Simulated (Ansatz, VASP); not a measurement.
# Two plane-wave programs on Ir

```
CELL_PARAMETERS angstrom
0.00000 1.90790 1.90790
1.90790 0.00000 1.90790
1.90790 1.90790 0.00000
ATOMIC_POSITIONS crystal
Ir 0.00000 0.00000 0.00000
```

Alike in both runs: functional LDA; k mesh 8 × 8 × 8; occupations gaussian, width 0.1 eV; no spin polarisation.

Ansatz relaxed the structure, and its values are those at the end. VASP's run is a single point on that final structure, the one shown.

|  | VASP | Ansatz |
| --- | --- | --- |
| version | VASP 6.6.1 | Ansatz 0.2.0 |
| potentials or method | VASP PAW LDA potentials, release 64 (Ir), cutoff 520 eV | scalar-relativistic, plane waves, PAW |
| valence electrons in the cell | 9 | 17 |

VASP gave:

- gap on the k mesh at the Fermi level (eV): none
- pressure (GPa): 2.6

Problem. Which values does Ansatz return?

Solution. gap on the k mesh at the Fermi level (eV): none; pressure (GPa): 0.0.

Ansatz warns that its potentials were made for another functional, while VASP's fit it. LDA's correlation is that of Perdew and Zunger in VASP and of Perdew and Wang (1992) in Ansatz. A gap of «none» marks a metal or a gap that the smearing closes. VASP's potentials hold 9 valence electrons a cell and Ansatz's 17, so a difference there can come from the potentials and not from the codes.

Spin-orbit coupling is off throughout.
